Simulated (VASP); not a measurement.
Runs of VASP 6.6.1 on IrRu. The structure is that of space group R-3m (No. 166), or close to it. The cells are those of the table. 

| cell | gap on the mesh (eV) | pressure (GPa) |
| --- | --- | --- |
| a = 4.607 Å, angles 33.4°, 2 atoms | none | 10.6 |
| a = 4.774 Å, angles 33.4°, 2 atoms | none | -25.5 |
| a = 4.692 Å, angles 33.4°, 2 atoms | none | -10.4 |
| a = 4.563 Å, angles 33.4°, 2 atoms | none | (b) |
| a = 4.733 Å, angles 33.4°, 2 atoms | none | (a) |
| a = 4.649 Å, angles 33.4°, 2 atoms | none | -0.7 |
| a = 4.813 Å, angles 33.4°, 2 atoms | none | -31.3 |

Alike in all rows: task single point; level LDA; potentials or basis VASP PAW LDA potentials, release 64 (Ru_pv, Ir); no spin polarisation; k mesh 12 × 12 × 12; cutoff (eV) 520; smearing methfessel-paxton 0.1 eV.

Q: Fill in the values left out.

A: (a) -18.6; (b) 24.0.

Caveats: spin-orbit coupling is left out, which moves the levels of the heavy elements; the cell stands under tension (at least some runs); the cell stands under pressure (at least some runs).

A k mesh can miss the band edges, and the runs leave out spin-orbit coupling on Ir, Ru.

A gap of «none» marks levels without a gap at the run's occupations.
